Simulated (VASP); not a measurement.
A run of VASP 6.6.1 is set up as follows.

Contents of INCAR:

```
SYSTEM = AgCl
PREC = Accurate ; ENCUT = 520
EDIFF = 1E-6 ; ISMEAR = 0
SIGMA = 0.01 ; LREAL = .FALSE.
LASPH = .TRUE. ; NELM = 80
ALGO = Normal ; ISIF = 2
LWAVE = .FALSE. ; LCHARG = .FALSE.
GGA = PS ; NBANDS = 16
```

KPOINTS

```
regular mesh
0
G
  8 8 8
  0 0 0
```

POSCAR

```
AgCl
1.0
    0.0000000000      2.5740853831      2.5740853831
    2.5740853831      0.0000000000      2.5740853831
    2.5740853831      2.5740853831      0.0000000000
Ag Cl
1 1
Direct
    0.0000000000      0.0000000000      0.0000000000
    0.5000000000      0.5000000000      0.5000000000
```

Potentials or basis: VASP PAW PBE potentials, release 64 (Ag, Cl).

Launch:

```bash
$ cat potpaw_PBE.64/Ag/POTCAR potpaw_PBE.64/Cl/POTCAR > POTCAR
$ mpirun -np 1 vasp_std > vasp.out
```

(1) Estimate the band gap on the k mesh.

(2) Predict the pressure.

## Answers

(1) 0.80 eV (least direct gap 3.31 eV).

(2) 14.9 GPa.

Caveat: the cell stands under pressure; the PAW data sets were made with another functional, which shifts forces and pressure a little.
